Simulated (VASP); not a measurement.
# Ru (P6_3/mmc) in VASP: a series of runs, part 3 of 3

VASP 6.6.1. Earlier steps stand in the parts before.

### Step 4. Single point, PBEsol (volume 14.387 Å^3 an atom, c/a of the conventional cell 1.5067)

INCAR reads:

```
SYSTEM = Ru
ALGO     = Fast           ! electronic algorithm
EDIFF    = 1E-6           ! SCF threshold, eV
ENCUT    = 520            ! plane-wave cutoff, eV
GGA      = PS             ! functional
ISIF     = 2              ! what is computed and relaxed
ISMEAR   = 0              ! smearing method
LASPH    = .True.         ! aspherical terms in the spheres
LCHARG   = .False.        ! write CHGCAR
LREAL    = .False.        ! projectors in reciprocal space
LWAVE    = .False.        ! write WAVECAR
NBANDS   = 21             ! bands
NELM     = 80             ! most SCF steps
PREC     = Accurate       ! precision mode
SIGMA    = 0.15           ! smearing width, eV
```

KPOINTS reads:

```
k-points
0
Gamma
  21 21 12
  0 0 0
```

POSCAR reads:

```
Ru
1.0
    2.8042341452      0.0000000000      0.0000000000
   -1.4021170726      2.4285380079      0.0000000000
    0.0000000000      0.0000000000      4.2251395865
Ru
2
Direct
    0.3333333333      0.6666666667      0.2500000000
    0.6666666667      0.3333333333      0.7500000000
```

Potentials or basis: VASP PAW PBE potentials, release 64 (Ru_pv).

Run with:

```sh
cat potpaw_PBE.64/Ru_pv/POTCAR > POTCAR
mpirun -np 1 vasp_std > vasp.out
```

OUTCAR:

```text
SYSTEM = Ru
   EDIFF = 1E-6
   ENCUT = 520
   GGA = PS
   ISIF = 2
   ISMEAR = 0
   LASPH = .True.
   LREAL = .False.
   NELM = 80
   PREC = Accurate

 ion  position               nearest neighbor table
   1  0.333  0.667  0.250-   2 2.66   2 2.66   2 2.66   2 2.66   2 2.66   2 2.66
   2  0.667  0.333  0.750-   1 2.66   1 2.66   1 2.66   1 2.66   1 2.66   1 2.66

  LATTYP: Found a hexagonal cell.
 ALAT       =     2.8042341452
 C/A-ratio  =     1.5067000000

  Lattice vectors:

 A1 = (   2.8042341452,   0.0000000000,   0.0000000000)
 A2 = (  -1.4021170726,   2.4285380079,   0.0000000000)
 A3 = (   0.0000000000,   0.0000000000,   4.2251395865)

Analysis of symmetry for initial positions (statically):
=====================================================================
 Subroutine PRICEL returns:
 Original cell was already a primitive cell.

 Routine SETGRP: Setting up the symmetry group for a
 hexagonal supercell.

 Subroutine GETGRP returns: Found 24 space group operations
 (whereof 12 operations were pure point group operations)
 out of a pool of 24 trial point group operations.

The static configuration has the point symmetry D_3d.
 The point group associated with its full space group is D_6h.

Analysis of symmetry for dynamics (positions and initial velocities):
=====================================================================
 Subroutine PRICEL returns:
 Original cell was already a primitive cell.

 Routine SETGRP: Setting up the symmetry group for a
 hexagonal supercell.

 Subroutine GETGRP returns: Found 24 space group operations
 (whereof 12 operations were pure point group operations)
 out of a pool of 24 trial point group operations.

The dynamic configuration has the point symmetry D_3d.
 The point group associated with its full space group is D_6h.

 Subroutine INISYM returns: Found 24 space group operations
 (whereof 12 operations are pure point group operations),
 and found     1 'primitive' translations

----------------------------------------------------------------------------------------

                                     Primitive cell

  volume of cell :      28.7740

  direct lattice vectors                    reciprocal lattice vectors
     2.804234145  0.000000000  0.000000000     0.356603603  0.205885186  0.000000000
    -1.402117073  2.428538008  0.000000000     0.000000000  0.411770372  0.000000000
     0.000000000  0.000000000  4.225139587     0.000000000  0.000000000  0.236678571

  length of vectors
     2.804234145  2.804234145  4.225139587     0.411770372  0.411770372  0.236678571

  position of ions in fractional coordinates (direct lattice)
     0.333333333  0.666666667  0.250000000
     0.666666667  0.333333333  0.750000000

  ion indices of the primitive-cell ions
   primitive index   ion index
                 1           1
                 2           2

----------------------------------------------------------------------------------------

 KPOINTS: k-points

Automatic generation of k-mesh.
 Grid dimensions read from file:
 generate k-points for:   21   21   12

 Generating k-lattice:

  Cartesian coordinates                     Fractional coordinates (reciprocal lattice)
     0.016981124  0.009804056  0.000000000     0.047619048  0.000000000  0.000000000
     0.000000000  0.019608113  0.000000000     0.000000000  0.047619048  0.000000000
     0.000000000  0.000000000  0.019723214     0.000000000  0.000000000  0.083333333

  Length of vectors
     0.019608113  0.019608113  0.019723214

  Shift w.r.t. Gamma in fractional coordinates (k-lattice)
     0.000000000  0.000000000  0.000000000

 Subroutine IBZKPT returns following result:
 ===========================================

 Found    336 irreducible k-points:

 Following reciprocal coordinates:
            Coordinates               Weight
  0.000000  0.000000  0.000000      1.000000
  0.047619  0.000000  0.000000      6.000000
  0.095238  0.000000  0.000000      6.000000
  0.142857  0.000000  0.000000      6.000000
  0.190476  0.000000  0.000000      6.000000
  0.238095  0.000000  0.000000      6.000000
[... 16 lines left out ...]
  0.142857  0.095238  0.000000     12.000000
  0.190476  0.095238  0.000000     12.000000
 [... further k-points ...]
   k-points           NKPTS =    336   k-points in BZ     NKDIM =    336   number of bands    NBANDS=     21
   number of dos      NEDOS =    301   number of ions     NIONS =      2
   total plane-waves  NPLWV =  18432
   dimension x,y,z NGX =    24 NGY =   24 NGZ =   32
   dimension x,y,z NGXF=    48 NGYF=   48 NGZF=   64
   ions per type =               2
   NGX,Y,Z   is equivalent  to a cutoff of  14.23, 14.23, 12.59 a.u.
   NGXF,Y,Z  is equivalent  to a cutoff of  28.46, 28.46, 25.18 a.u.
 SYSTEM =  Ru
   PREC   = accura    normal or accurate (medium, high low for compatibility)
   ISTART =      0    job   : 0-new  1-cont  2-samecut
   ICHARG =      2    charge: 1-file 2-atom 10-const
   ISPIN  =      1    spin polarized calculation?
   LNONCOLLINEAR =      F non collinear calculations
   LSORBIT =      F    spin-orbit coupling
   LASPH  =      T    aspherical Exc in radial PAW
   ENCUT  =  520.0 eV  38.22 Ry    6.18 a.u.   5.21  5.21  7.86*2*pi/ulx,y,z
   NELM   =     80;   NELMIN=  2; NELMDL= -5     # of ELM steps
   EDIFF  = 0.1E-05   stopping-criterion for ELM
   LREAL  =      F    real-space projection
   EDIFFG = 0.1E-04   stopping-criterion for IOM
   NSW    =      0    number of steps for IOM
   IBRION =     -1    ionic relax: 0-MD 1-quasi-New 2-CG
   NFREE  =      0    steps in history (QN), initial steepest desc. (CG)
   ISIF   =      2    stress and relaxation
   ISYM   =      2    0-nonsym 1-usesym 2-fastsym
   POTIM  = 0.5000    time-step for ionic-motion
   TEBEG  =    0.0;   TEEND  =   0.0 temperature during run
   PSTRESS=    0.0 pullay stress
   NELECT =      28.0000    total number of electrons
   NUPDOWN=      -1.0000    fix difference up-down
   EMIN   =  10.00;   EMAX   =-10.00  energy-range for DOS
   EFERMI =   0.00;   METHOD = LEGACY
   ISMEAR =     0;   SIGMA  =   0.15  broadening in eV -4-tet -1-fermi 0-gaus
   EFERMI_NEDOS =   21; number of points for ismear=-14 and -15
   IALGO  =     68    algorithm
   IMIX   =      4    mixing-type and parameters
     AMIX     =   0.40;   BMIX     =  1.00
     AMIX_MAG =   1.60;   BMIX_MAG =  1.00
  volume/ion in A,a.u.               =      14.39        97.09
  Fermi-wavevector in a.u.,A,eV,Ry     =   1.622286  3.065676 35.807976  2.631812
  Thomas-Fermi vector in A             =   2.715924
   LORBIT       =      0    0 simple, 1 ext, 2 COOP (PROOUT), +10 PAW based schemes
   GGA     = PS    functional components
   LHFCALC =     F    Hartree Fock is set to
   AEXX    =    0.0000 exact exchange contribution
   IVDW    =     0    specifies the selected vdW correction
   LEPSILON=     F    determine dielectric tensor
   LRPA    =     F    only Hartree local field effects (RPA)
 non-spin polarized calculation
 RMM-DIIS sequential band-by-band and
 Gauss-broadening in eV      SIGMA  =   0.15
  energy-cutoff  :      520.00
  volume of cell :       28.77
 maximum number of plane-waves:       789
 NGX is ok and might be reduce to    24
   NGX = 11   NGY = 11   NGZ = 15

 number of electron      27.9999992 magnetization

 Free energy of the ion-electron system (eV)
  ---------------------------------------------------
  ext. energy  EPLUGINS =         0.00000000
  ---------------------------------------------------
  free energy    TOTEN  =       -20.15283358 eV

  energy without entropy =      -20.13276676  energy(sigma->0) =      -20.14280017

 E-fermi :  11.6841     XC(G=0): -13.9199

 val. band max:       11.6834788867   @ k =   0.2857   0.0476   0.1667
 cond. band min:      11.6879552788   @ k =   0.2857   0.0476   0.0833
 fundamental gap:      0.0044763921
 Fermi energy:        11.6840944659

 k-point     1 :       0.0000    0.0000    0.0000
  band No.  band energies     occupation
      1     -31.7879      2.00000
      2     -31.0050      2.00000
      3     -31.0050      2.00000
      4     -30.8215      2.00000
      5     -30.8215      2.00000
      6     -30.7392      2.00000
[... 13 lines left out ...]
     20      22.0267      0.00000
     21      22.0953      0.00000
[... 529 lines left out ...]
 k-point    24 :       0.1905    0.0952    0.0000
  band No.  band energies     occupation
      1     -31.6202      2.00000
      2     -31.2440      2.00000
      3     -31.1632      2.00000
      4     -31.0362      2.00000
      5     -30.8717      2.00000
      6     -30.8443      2.00000
[... 13 lines left out ...]
     20      22.0381      0.00000
     21      24.9716      0.00000

 [... further k-points ...]

------------------------ aborting loop because EDIFF is reached ----------------------------------------

  FORCE on cell =-STRESS in cart. coord.  units (eV):
  Direction    XX          YY          ZZ          XY          YZ          ZX
  --------------------------------------------------------------------------------------
  -------------------------------------------------------------------------------------
  Total       -4.7061611     -4.7061611     -1.9441510      0.0000000      0.0000000      0.0000000
  in kB     -262.0457582   -262.0457582   -108.2530994      0.0000000      0.0000000      0.0000000
  external PRESSURE =    -210.7815386 kB  Pullay stress =       0.0000000 kB

 VOLUME and BASIS-vectors are now :
 -----------------------------------------------------------------------------
  energy-cutoff  :      520.00
  volume of cell :       28.77
      direct lattice vectors                 reciprocal lattice vectors
     2.804234145  0.000000000  0.000000000     0.356603603  0.205885186  0.000000000
    -1.402117073  2.428538008  0.000000000     0.000000000  0.411770372  0.000000000
     0.000000000  0.000000000  4.225139587     0.000000000  0.000000000  0.236678571

 POSITION                                       TOTAL-FORCE (eV/Angst)
 -----------------------------------------------------------------------------------
     -0.00000      1.61903      1.05628        -0.000000     -0.000000      0.000000
      1.40212      0.80951      3.16885         0.000000      0.000000      0.000000
 -----------------------------------------------------------------------------------
    total drift:                               -0.000000      0.000000     -0.000000

  FREE ENERGIE OF THE ION-ELECTRON SYSTEM (eV)
  ---------------------------------------------------
  free  energy   TOTEN  =       -20.1528335834 eV

  energy  without entropy=      -20.1327667644  energy(sigma->0) =      -20.14280017
```

Wall time 74 s (1 thread of Intel Xeon Platinum 8559C (Emerald Rapids), shared host); peak memory 0.27 GiB.

What came out:

- Free energy: -20.1528 eV
- Pressure: -21.1 GPa
- Band gap on the k mesh: zero (band 14 reaches 12.91 eV, above the bottom of band 15 at 10.02 eV)

Caveat: the PAW data sets were made with another functional, which shifts forces and pressure a little.

### Step 5. Overview

| cell | gap on the mesh (eV) | pressure (GPa) |
| --- | --- | --- |
| a = 2.834, b = 2.834, c = 4.136 Å, angles 90.0, 90.0, 120.0°, 2 atoms | none | -19.5 |
| a = 2.716, b = 2.716, c = 4.505 Å, angles 90.0, 90.0, 120.0°, 2 atoms | none | -22.0 |
| a = 2.804, b = 2.804, c = 4.225 Å, angles 90.0, 90.0, 120.0°, 2 atoms | none | -21.1 |

Alike in all rows: task single point; level PBEsol; potentials or basis VASP PAW PBE potentials, release 64 (Ru_pv); no spin polarisation; k mesh 21 × 21 × 12; cutoff (eV) 520; smearing gaussian 0.15 eV.

Caveats: the PAW data sets were made with another functional, which shifts forces and pressure a little.

Total energies depend on the potentials used, so only differences within one code and one set of settings carry meaning.
